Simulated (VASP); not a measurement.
Here is a VASP 6.6.1 calculation.

Contents of INCAR:

```
SYSTEM = H
PREC = Accurate ; ENCUT = 520
EDIFF = 1E-8 ; ISMEAR = 0
SIGMA = 0.01 ; LREAL = .FALSE.
LASPH = .TRUE. ; NELM = 60
ALGO = Normal ; ISIF = 2
LWAVE = .FALSE. ; LCHARG = .FALSE.
GGA = PE ; NBANDS = 8
IBRION = 8 ; NSW = 1
LEPSILON = .TRUE.
```

Contents of KPOINTS:

```
Automatic mesh
0
G
  8 8 8
  0 0 0
```

File POSCAR:

```
H
1.0
   -1.0432902583      1.0432902583      1.4880049785
    1.0432902583     -1.0432902583      1.4880049785
    1.0432902583      1.0432902583     -1.4880049785
H
2
Direct
    0.8763919642      0.8763919642      0.0000000000
    0.1236080358      0.1236080358      0.0000000000
```

Potentials or basis: VASP PAW PBE potentials, release 64 (H).

Command:

```sh
$ cat potpaw_PBE.64/H/POTCAR > POTCAR
$ mpirun -np 1 vasp_std > vasp.out
```

**Question.** Predict the electronic dielectric tensor (diagonal).

**Answer.** 3.13, 3.13, 4.84.

**Question.** Predict the Born charges (mean of the diagonal).

**Answer.** H +0.00 e.

**Question.** Estimate the highest phonon frequency at Γ.

**Answer.** 4331 cm⁻¹.

Phonon frequencies in cm⁻¹ (negative: imaginary):
| q point | frequencies |
| --- | --- |
| (0.000, 0.000, 0.000) | 0 0 0 429 429 4331 |

Caveat: the k points lie up to 0.46 Å⁻¹ apart; the cell stands under pressure or tension, which shifts response properties.
